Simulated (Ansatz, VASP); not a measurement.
## CrN2 in VASP and in Ansatz

POSCAR

```
CrN2
1.0
    3.9017860000      0.0000000000      0.0000000000
    0.0000000000      4.8095120000      0.0000000000
    0.0000000000      0.0000000000      2.7841700000
Cr N
2 4
Direct
    0.0000000000      0.0000000000      0.0000000000
    0.5000000000      0.5000000000      0.5000000000
    0.8661700000      0.5887750000      0.0000000000
    0.1338300000      0.4112250000      0.0000000000
    0.3661700000      0.9112250000      0.5000000000
    0.6338300000      0.0887750000      0.5000000000
```

INCAR.step1

```
SYSTEM = CrN2
  PREC = Accurate
  ENCUT = 520
  ISMEAR = -1
  SIGMA = 0.05
  LREAL = .False.
  LASPH = .True.
  NELM = 150
  ISPIN = 2
  MAGMOM = 3 3 0 0 0 0
  LMAXMIX = 4
  NBANDS = 35
  GGA = PE
  ALGO = Normal
  EDIFF = 1E-4
  LWAVE = .True.
  LCHARG = .False.
```

Contents of INCAR.step2:

```
SYSTEM = CrN2
  PREC = Accurate
  ENCUT = 520
  EDIFF = 1E-6
  ISMEAR = -1
  SIGMA = 0.05
  LREAL = .False.
  LASPH = .True.
  NELM = 150
  ALGO = Normal
  ISIF = 2
  LWAVE = .False.
  LCHARG = .True.
  ISPIN = 2
  MAGMOM = 3 3 0 0 0 0
  LORBIT = 11
  LMAXMIX = 4
  METAGGA = R2SCAN
  LMIXTAU = .True.
  LELF = .True.
  LVHAR = .True.
  NBANDS = 35
  ISTART = 1
```

Contents of KPOINTS:

```
regular mesh
0
Gamma
  7 6 10
  0 0 0
```

The input input.yaml:

```yaml
crystal:
  lattice:
    - [3.901786, 0.0, 0.0]
    - [0.0, 4.809512, 0.0]
    - [0.0, 0.0, 2.78417]
  atoms:
    - { symbol: Cr, position: [0.0, 0.0, 0.0], spin: 3.0 }
    - { symbol: Cr, position: [0.5, 0.5, 0.5], spin: 3.0 }
    - { symbol: "N", position: [0.86617, 0.588775, 0.0] }
    - { symbol: "N", position: [0.13383, 0.411225, 0.0] }
    - { symbol: "N", position: [0.36617, 0.911225, 0.5] }
    - { symbol: "N", position: [0.63383, 0.088775, 0.5] }
hamiltonian:
  xc: r2scan
  pseudopotentials: { kind: paw }
magnetization:
  spin_polarized: true
kpoints:
  mp_grid: { grid: [7, 6, 10] }
  band_path:
    path:
      - [[0.0, 0.0, 0.0], [0.0, 0.0, 0.5], [0.5, 0.0, 0.5], [0.5, 0.0, 0.0], [0.0, 0.0, 0.0], [0.0, 0.5, 0.0], [0.0, 0.5, 0.5], [0.5, 0.5, 0.5], [0.5, 0.5, 0.0], [0.0, 0.5, 0.0]]
      - [[0.5, 0.0, 0.0], [0.5, 0.5, 0.0]]
      - [[0.0, 0.5, 0.5], [0.0, 0.0, 0.5]]
      - [[0.5, 0.0, 0.5], [0.5, 0.5, 0.5]]
    npoints: 14
scf:
  occupations: { method: fermi_dirac, width: 0.05 }
  n_extra_bands: 15
output:
  forces: true
  stress: true
  eigenvalues: true
  fatbands: false
  write_density: true
  write_potential: true
  elf: true
  volumetric_format: npy
```

Alike in both runs: functional r2SCAN; k mesh 7 × 6 × 10; occupations fermi-dirac, width 0.05 eV; collinear spin.

|  | VASP | Ansatz |
| --- | --- | --- |
| version | VASP 6.6.1 | Ansatz 0.2.0 |
| potentials or method | VASP PAW PBE potentials, release 64 (Cr_pv, N) | Ansatz PAW |
| plane-wave cutoff (eV) | 520 | 500 |
| valence electrons in the cell | 44 | 48 |
| task | single point | band structure |

|  | VASP | Ansatz | Ansatz less VASP |
| --- | --- | --- | --- |
| gap on the k mesh at the Fermi level (eV) | none | none | - |
| pressure (GPa) | -1.9 | -2.7 | -0.83 |
| traceless stress, the component that is largest in VASP (GPa) | 3.87 | 4.27 | +0.400 |
| rms of the force components (eV/Å) | 0.038 | 0.017 | -0.0209 |
| net moment per atom (μB) | 0.73 | 0.73 | 0.000 |
| size of the moment on the site where the two differ most (μB) | 2.50 | 2.11 | -0.385 |

VASP's potentials were made for PBE, not for r2SCAN. Site moments also hang on the region over which each program counts them. Atom by atom the forces differ by 0.055 eV/Å (rms over components). A gap of «none» marks a metal or a gap that the smearing closes. The functional is the same, so the differences come from potentials, cutoffs and numerics. VASP's potentials hold 44 valence electrons a cell and Ansatz's 48, so a difference there can come from the potentials and not from the codes.

Noted on Ansatz's run: the magnetic or orbital state may not be the lowest.
